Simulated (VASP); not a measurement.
# HfC in VASP: further runs, part 2 of 3

VASP 6.6.1. Earlier steps stand in the parts before.

### Step 4. Electric field gradients, LDA (volume scaled by 0.94)

Input file INCAR:

```
SYSTEM = HfC
PREC = Accurate ; ENCUT = 520
EDIFF = 1E-8 ; ISMEAR = -1
SIGMA = 0.05 ; LREAL = .FALSE.
LASPH = .TRUE. ; NELM = 100
ALGO = Normal ; ISIF = 2
LWAVE = .FALSE. ; LCHARG = .FALSE.
GGA = CA ; LEFG = .TRUE.
NBANDS = 14
```

Input file KPOINTS:

```
Automatic mesh
0
G
  12 12 12
  0 0 0
```

Input file POSCAR:

```
HfC
1.0
    0.0000000000      2.2775377028      2.2775377028
    2.2775377028      0.0000000000      2.2775377028
    2.2775377028      2.2775377028      0.0000000000
Hf C
1 1
Direct
    0.5000000000      0.5000000000      0.5000000000
    0.0000000000      0.0000000000      0.0000000000
```

Potentials or basis: VASP PAW LDA potentials, release 64 (Hf_pv, C).

Started as:

```sh
cat potpaw_LDA.64/Hf_pv/POTCAR potpaw_LDA.64/C/POTCAR > POTCAR
mpirun -np 1 vasp_std > vasp.out
```

OUTCAR:

```text
SYSTEM = HfC
   PREC = Accurate
   ENCUT = 520
   EDIFF = 1E-8
   ISMEAR = -1
   LREAL = .FALSE.
   LASPH = .TRUE.
   NELM = 100
   ISIF = 2
   GGA = CA

 ion  position               nearest neighbor table
   1  0.500  0.500  0.500-   2 2.28   2 2.28   2 2.28   2 2.28   2 2.28   2 2.28
   2  0.000  0.000  0.000-   1 2.28   1 2.28   1 2.28   1 2.28   1 2.28   1 2.28

  LATTYP: Found a face centered cubic cell.
 ALAT       =     4.5550754056

  Lattice vectors:

 A1 = (   0.0000000000,   2.2775377028,   2.2775377028)
 A2 = (   2.2775377028,   0.0000000000,   2.2775377028)
 A3 = (   2.2775377028,   2.2775377028,   0.0000000000)

Analysis of symmetry for initial positions (statically):
=====================================================================
 Subroutine PRICEL returns:
 Original cell was already a primitive cell.

 Routine SETGRP: Setting up the symmetry group for a
 face centered cubic supercell.

 Subroutine GETGRP returns: Found 48 space group operations
 (whereof 48 operations were pure point group operations)
 out of a pool of 48 trial point group operations.

The static configuration has the point symmetry O_h .

Analysis of symmetry for dynamics (positions and initial velocities):
=====================================================================
 Subroutine PRICEL returns:
 Original cell was already a primitive cell.

 Routine SETGRP: Setting up the symmetry group for a
 face centered cubic supercell.

 Subroutine GETGRP returns: Found 48 space group operations
 (whereof 48 operations were pure point group operations)
 out of a pool of 48 trial point group operations.

The dynamic configuration has the point symmetry O_h .

 Subroutine INISYM returns: Found 48 space group operations
 (whereof 48 operations are pure point group operations),
 and found     1 'primitive' translations

----------------------------------------------------------------------------------------

                                     Primitive cell

  volume of cell :      23.6280

  direct lattice vectors                    reciprocal lattice vectors
     0.000000000  2.277537703  2.277537703    -0.219535334  0.219535334  0.219535334
     2.277537703  0.000000000  2.277537703     0.219535334 -0.219535334  0.219535334
     2.277537703  2.277537703  0.000000000     0.219535334  0.219535334 -0.219535334

  length of vectors
     3.220924708  3.220924708  3.220924708     0.380246352  0.380246352  0.380246352

  position of ions in fractional coordinates (direct lattice)
     0.500000000  0.500000000  0.500000000
     0.000000000  0.000000000  0.000000000

  ion indices of the primitive-cell ions
   primitive index   ion index
                 1           1
                 2           2

----------------------------------------------------------------------------------------

 KPOINTS: Automatic mesh

Automatic generation of k-mesh.
 Grid dimensions read from file:
 generate k-points for:   12   12   12

[... 80 lines left out ...]
   IALGO  =     38    algorithm
   IMIX   =      4    mixing-type and parameters
     AMIX     =   0.40;   BMIX     =  1.00
     AMIX_MAG =   1.60;   BMIX_MAG =  1.00
  volume/ion in A,a.u.               =      11.81        79.72
  Fermi-wavevector in a.u.,A,eV,Ry     =   1.375019  2.598409 25.724214  1.890676
  Thomas-Fermi vector in A             =   2.500393
   LORBIT       =      0    0 simple, 1 ext, 2 COOP (PROOUT), +10 PAW based schemes
   GGA     = CA    functional components
   LHFCALC =     F    Hartree Fock is set to
   AEXX    =    0.0000 exact exchange contribution
   IVDW    =     0    specifies the selected vdW correction
   LEPSILON=     F    determine dielectric tensor
   LRPA    =     F    only Hartree local field effects (RPA)
 non-spin polarized calculation
  energy-cutoff  :      520.00
  volume of cell :       23.63
 maximum number of plane-waves:       650
   NGX = 11   NGY = 11   NGZ = 11

 number of electron      13.9999999 magnetization

 Free energy of the ion-electron system (eV)
  ---------------------------------------------------
  ext. energy  EPLUGINS =         0.00000000
  ---------------------------------------------------
  free energy    TOTEN  =       -22.89121160 eV

  energy without entropy =      -22.88853819  energy(sigma->0) =      -22.88987489

 E-fermi :   6.3887     XC(G=0): -12.7913

 val. band max:        6.3701006728   @ k =   0.5000   0.5000   0.0000
 cond. band min:       6.4374885534   @ k =   0.4167   0.3333   0.0000
 fundamental gap:      0.0673878806
 Fermi energy:         6.3887107358

 k-point     1 :       0.0000    0.0000    0.0000
  band No.  band energies     occupation
      1     -22.7590      2.00000
      2     -22.7590      2.00000
      3     -22.7590      2.00000
      4      -6.1049      2.00000
      5       7.4061      0.00000
      6       7.4061      0.00000
      7       7.4061      0.00000
      8       7.6620      0.00000
      9       7.6620      0.00000
     10       7.6620      0.00000
     11       9.8615      0.00000
     12       9.8615      0.00000
     13      14.0536      0.00000
     14      17.5677      0.00000
[... 377 lines left out ...]
      1     -23.5434      2.00000
      2     -23.0058      2.00000
      3     -22.8774      2.00000
      4      -2.4099      2.00000
      5       0.7070      2.00000
      6       3.4610      2.00000
      7       3.4649      2.00000
      8      10.7477      0.00000
      9      11.5853      0.00000
     10      11.8288      0.00000
     11      15.5719      0.00000
     12      17.0349      0.00000
     13      17.9920      0.00000
     14      19.5382      0.00000

 [... further k-points ...]

------------------------ aborting loop because EDIFF is reached ----------------------------------------

  FORCE on cell =-STRESS in cart. coord.  units (eV):
  Direction    XX          YY          ZZ          XY          YZ          ZX
  --------------------------------------------------------------------------------------
  -------------------------------------------------------------------------------------
  Total        0.5785137      0.5785137      0.5785137     -0.0000000     -0.0000000      0.0000000
  in kB       39.2281233     39.2281233     39.2281233     -0.0000000     -0.0000000      0.0000000
  external PRESSURE =      39.2281233 kB  Pullay stress =       0.0000000 kB

 VOLUME and BASIS-vectors are now :
 -----------------------------------------------------------------------------
  energy-cutoff  :      520.00
  volume of cell :       23.63
      direct lattice vectors                 reciprocal lattice vectors
     0.000000000  2.277537703  2.277537703    -0.219535334  0.219535334  0.219535334
     2.277537703  0.000000000  2.277537703     0.219535334 -0.219535334  0.219535334
     2.277537703  2.277537703  0.000000000     0.219535334  0.219535334 -0.219535334

 POSITION                                       TOTAL-FORCE (eV/Angst)
 -----------------------------------------------------------------------------------
      2.27754      2.27754      2.27754         0.000000     -0.000000      0.000000
      0.00000      0.00000      0.00000         0.000000      0.000000     -0.000000
 -----------------------------------------------------------------------------------
    total drift:                                0.000000     -0.000000      0.000000

  FREE ENERGIE OF THE ION-ELECTRON SYSTEM (eV)
  ---------------------------------------------------
  free  energy   TOTEN  =       -22.8912115953 eV

  energy  without entropy=      -22.8885381873  energy(sigma->0) =      -22.88987489

 Electric field gradients (V/A^2)
---------------------------------------------------------------------
 ion       V_xx      V_yy      V_zz      V_xy      V_xz      V_yz
---------------------------------------------------------------------
   1       0.000    -0.000    -0.000    -0.000    -0.000    -0.000
   2      -0.000    -0.000    -0.000     0.001     0.001     0.001
---------------------------------------------------------------------

 Electric field gradients after diagonalization (V/A^2)
 (convention: |V_zz| > |V_xx| > |V_yy|)
----------------------------------------------------------------------
 ion       V_xx      V_yy      V_zz     asymmetry (V_yy - V_xx)/ V_zz
----------------------------------------------------------------------
   1       0.000     0.000    -0.001       0.000
   2      -0.001    -0.001     0.001       0.000
----------------------------------------------------------------------

           NMR quadrupolar parameters

 Cq : quadrupolar parameter    Cq=e*Q*V_zz/h
 eta: asymmetry parameters     (V_yy - V_xx)/ V_zz
 Q  : nuclear electric quadrupole moment in mb (millibarn)
----------------------------------------------------------------------
 ion       Cq(MHz)       eta       Q (mb)
----------------------------------------------------------------------
   1      -0.000       0.000       1.000
   2       0.000       0.000       1.000
----------------------------------------------------------------------
```

stdout:

```text
POSCAR found type information on POSCAR HfC
 POSCAR found :  2 types and       2 ions
 scaLAPACK will be used
 LDA part: xc-table for (Slater(with rela. corr.)+CA(PZ))
 , standard interpolation
 POSCAR, INCAR and KPOINTS ok, starting setup
 FFT: planning ... GRIDC
 FFT: planning ... GRID_SOFT
 FFT: planning ... GRID
 WAVECAR not read
 entering main loop
ion   1

ion   2
```

Wall time 46 s (1 thread of AMD EPYC 7R13, shared host); peak memory 0.12 GiB.

Results:

```
Free energy            : -22.8912 eV
Pressure               : 3.9 GPa
Band gap on the k mesh : zero (band 7 reaches 7.41 eV, above the bottom of band 8 at 5.93 eV)
```

Levels at points of the mesh, in eV from the Fermi level:
| k point | band 4 | band 5 | band 6 | band 7 | band 8 | band 9 | band 10 | band 11 |
| --- | --- | --- | --- | --- | --- | --- | --- | --- |
| (0.00, 0.00, 0.00) | -12.49 | 1.02 | 1.02 | 1.02 | 1.27 | 1.27 | 1.27 | 3.47 |
| (0.50, 0.00, 0.00) | -8.27 | -6.45 | -3.25 | -3.25 | 5.53 | 5.53 | 6.06 | 6.91 |
| (0.50, 0.50, 0.00) | -10.56 | -2.45 | -2.09 | -0.02 | -0.02 | 5.57 | 7.09 | 7.09 |

Caveat: without QUAD_EFG the Cq values of the log hold for a quadrupole moment of 1 mb, not for the nuclei; spin-orbit coupling is left out, which moves the levels of the heavy elements.

### Step 5. Electric field gradients, LDA (volume scaled by 0.94)

Input file INCAR:

```
ALGO     = Normal         # electronic algorithm
EDIFF    = 1E-8           # SCF threshold, eV
ENCUT    = 520            # plane-wave cutoff, eV
ISIF     = 2              # what is computed and relaxed
ISMEAR   = -1             # smearing method
LASPH    = T              # aspherical terms in the spheres
LCHARG   = F              # write CHGCAR
LEFG     = T            
LREAL    = F              # projectors in reciprocal space
LWAVE    = F              # write WAVECAR
NBANDS   = 14             # bands
NELM     = 60             # most SCF steps
PREC     = Accurate       # precision mode
SIGMA    = 0.05           # smearing width, eV
```

Input file KPOINTS:

```
k-points
0
Gamma
  12 12 12
```

POSCAR is that of step 4.

Potentials or basis: VASP PAW LDA potentials, release 64 (Hf_pv, C).

Started as:

```sh
cat potpaw_LDA.64/Hf_pv/POTCAR potpaw_LDA.64/C/POTCAR > POTCAR
mpirun -np 1 vasp_std > vasp.out
```

OUTCAR:

```text
EDIFF = 1E-8
   ENCUT = 520
   ISIF = 2
   ISMEAR = -1
   LASPH = T
   LREAL = F
   NELM = 60
   PREC = Accurate

 ion  position               nearest neighbor table
   1  0.500  0.500  0.500-   2 2.28   2 2.28   2 2.28   2 2.28   2 2.28   2 2.28
   2  0.000  0.000  0.000-   1 2.28   1 2.28   1 2.28   1 2.28   1 2.28   1 2.28

  LATTYP: Found a face centered cubic cell.
 ALAT       =     4.5550754056

  Lattice vectors:

 A1 = (   0.0000000000,   2.2775377028,   2.2775377028)
 A2 = (   2.2775377028,   0.0000000000,   2.2775377028)
 A3 = (   2.2775377028,   2.2775377028,   0.0000000000)

Analysis of symmetry for initial positions (statically):
=====================================================================
 Subroutine PRICEL returns:
 Original cell was already a primitive cell.

 Routine SETGRP: Setting up the symmetry group for a
 face centered cubic supercell.

 Subroutine GETGRP returns: Found 48 space group operations
 (whereof 48 operations were pure point group operations)
 out of a pool of 48 trial point group operations.

The static configuration has the point symmetry O_h .

Analysis of symmetry for dynamics (positions and initial velocities):
=====================================================================
 Subroutine PRICEL returns:
 Original cell was already a primitive cell.

 Routine SETGRP: Setting up the symmetry group for a
 face centered cubic supercell.

 Subroutine GETGRP returns: Found 48 space group operations
 (whereof 48 operations were pure point group operations)
 out of a pool of 48 trial point group operations.

The dynamic configuration has the point symmetry O_h .

 Subroutine INISYM returns: Found 48 space group operations
 (whereof 48 operations are pure point group operations),
 and found     1 'primitive' translations

----------------------------------------------------------------------------------------

                                     Primitive cell

  volume of cell :      23.6280

  direct lattice vectors                    reciprocal lattice vectors
     0.000000000  2.277537703  2.277537703    -0.219535334  0.219535334  0.219535334
     2.277537703  0.000000000  2.277537703     0.219535334 -0.219535334  0.219535334
     2.277537703  2.277537703  0.000000000     0.219535334  0.219535334 -0.219535334

  length of vectors
     3.220924708  3.220924708  3.220924708     0.380246352  0.380246352  0.380246352

  position of ions in fractional coordinates (direct lattice)
     0.500000000  0.500000000  0.500000000
     0.000000000  0.000000000  0.000000000

  ion indices of the primitive-cell ions
   primitive index   ion index
                 1           1
                 2           2

----------------------------------------------------------------------------------------

 KPOINTS: k-points
[... 82 lines left out ...]
   EFERMI =   0.00;   METHOD = LEGACY
   ISMEAR =    -1;   SIGMA  =   0.05  broadening in eV -4-tet -1-fermi 0-gaus
   EFERMI_NEDOS =   21; number of points for ismear=-14 and -15
   IALGO  =     38    algorithm
   IMIX   =      4    mixing-type and parameters
     AMIX     =   0.40;   BMIX     =  1.00
     AMIX_MAG =   1.60;   BMIX_MAG =  1.00
  volume/ion in A,a.u.               =      11.81        79.72
  Fermi-wavevector in a.u.,A,eV,Ry     =   1.375019  2.598409 25.724214  1.890676
  Thomas-Fermi vector in A             =   2.500393
   LORBIT       =      0    0 simple, 1 ext, 2 COOP (PROOUT), +10 PAW based schemes
   GGA     = CA    functional components
   LHFCALC =     F    Hartree Fock is set to
   AEXX    =    0.0000 exact exchange contribution
   IVDW    =     0    specifies the selected vdW correction
   LEPSILON=     F    determine dielectric tensor
   LRPA    =     F    only Hartree local field effects (RPA)
 non-spin polarized calculation
  energy-cutoff  :      520.00
  volume of cell :       23.63
 maximum number of plane-waves:       650
   NGX = 11   NGY = 11   NGZ = 11

 number of electron      13.9999999 magnetization

 Free energy of the ion-electron system (eV)
  ---------------------------------------------------
  ext. energy  EPLUGINS =         0.00000000
  ---------------------------------------------------
  free energy    TOTEN  =       -22.89121160 eV

  energy without entropy =      -22.88853819  energy(sigma->0) =      -22.88987489

 E-fermi :   6.3887     XC(G=0): -12.7913

 val. band max:        6.3701006728   @ k =   0.5000   0.5000   0.0000
 cond. band min:       6.4374885534   @ k =   0.4167   0.3333   0.0000
 fundamental gap:      0.0673878806
 Fermi energy:         6.3887107358

 k-point     1 :       0.0000    0.0000    0.0000
  band No.  band energies     occupation
      1     -22.7590      2.00000
      2     -22.7590      2.00000
      3     -22.7590      2.00000
      4      -6.1049      2.00000
      5       7.4061      0.00000
      6       7.4061      0.00000
      7       7.4061      0.00000
      8       7.6620      0.00000
      9       7.6620      0.00000
     10       7.6620      0.00000
     11       9.8615      0.00000
     12       9.8615      0.00000
     13      14.0536      0.00000
     14      17.5677      0.00000
[... 377 lines left out ...]
      1     -23.5434      2.00000
      2     -23.0058      2.00000
      3     -22.8774      2.00000
      4      -2.4099      2.00000
      5       0.7070      2.00000
      6       3.4610      2.00000
      7       3.4649      2.00000
      8      10.7477      0.00000
      9      11.5853      0.00000
     10      11.8288      0.00000
     11      15.5719      0.00000
     12      17.0349      0.00000
     13      17.9920      0.00000
     14      19.5382      0.00000

 [... further k-points ...]

------------------------ aborting loop because EDIFF is reached ----------------------------------------

  FORCE on cell =-STRESS in cart. coord.  units (eV):
  Direction    XX          YY          ZZ          XY          YZ          ZX
  --------------------------------------------------------------------------------------
  -------------------------------------------------------------------------------------
  Total        0.5785137      0.5785137      0.5785137     -0.0000000     -0.0000000      0.0000000
  in kB       39.2281233     39.2281233     39.2281233     -0.0000000     -0.0000000      0.0000000
  external PRESSURE =      39.2281233 kB  Pullay stress =       0.0000000 kB

 VOLUME and BASIS-vectors are now :
 -----------------------------------------------------------------------------
  energy-cutoff  :      520.00
  volume of cell :       23.63
      direct lattice vectors                 reciprocal lattice vectors
     0.000000000  2.277537703  2.277537703    -0.219535334  0.219535334  0.219535334
     2.277537703  0.000000000  2.277537703     0.219535334 -0.219535334  0.219535334
     2.277537703  2.277537703  0.000000000     0.219535334  0.219535334 -0.219535334

 POSITION                                       TOTAL-FORCE (eV/Angst)
 -----------------------------------------------------------------------------------
      2.27754      2.27754      2.27754         0.000000     -0.000000      0.000000
      0.00000      0.00000      0.00000         0.000000      0.000000     -0.000000
 -----------------------------------------------------------------------------------
    total drift:                                0.000000     -0.000000      0.000000

  FREE ENERGIE OF THE ION-ELECTRON SYSTEM (eV)
  ---------------------------------------------------
  free  energy   TOTEN  =       -22.8912115953 eV

  energy  without entropy=      -22.8885381873  energy(sigma->0) =      -22.88987489

 Electric field gradients (V/A^2)
---------------------------------------------------------------------
 ion       V_xx      V_yy      V_zz      V_xy      V_xz      V_yz
---------------------------------------------------------------------
   1       0.000    -0.000    -0.000    -0.000    -0.000    -0.000
   2      -0.000    -0.000    -0.000     0.001     0.001     0.001
---------------------------------------------------------------------

 Electric field gradients after diagonalization (V/A^2)
 (convention: |V_zz| > |V_xx| > |V_yy|)
----------------------------------------------------------------------
 ion       V_xx      V_yy      V_zz     asymmetry (V_yy - V_xx)/ V_zz
----------------------------------------------------------------------
   1       0.000     0.000    -0.001       0.000
   2      -0.001    -0.001     0.001       0.000
----------------------------------------------------------------------

           NMR quadrupolar parameters

 Cq : quadrupolar parameter    Cq=e*Q*V_zz/h
 eta: asymmetry parameters     (V_yy - V_xx)/ V_zz
 Q  : nuclear electric quadrupole moment in mb (millibarn)
----------------------------------------------------------------------
 ion       Cq(MHz)       eta       Q (mb)
----------------------------------------------------------------------
   1      -0.000       0.000       1.000
   2       0.000       0.000       1.000
----------------------------------------------------------------------
```

It took 46 s on 1 thread of AMD EPYC 7R13, shared host; peak memory 0.12 GiB.

What came out:

```
Free energy            : -22.8912 eV
Pressure               : 3.9 GPa
Band gap on the k mesh : zero (band 7 reaches 7.41 eV, above the bottom of band 8 at 5.93 eV)
```

Caveat: without QUAD_EFG the Cq values of the log hold for a quadrupole moment of 1 mb, not for the nuclei; spin-orbit coupling is left out, which moves the levels of the heavy elements.

(Part 2 of 3 ends here.)
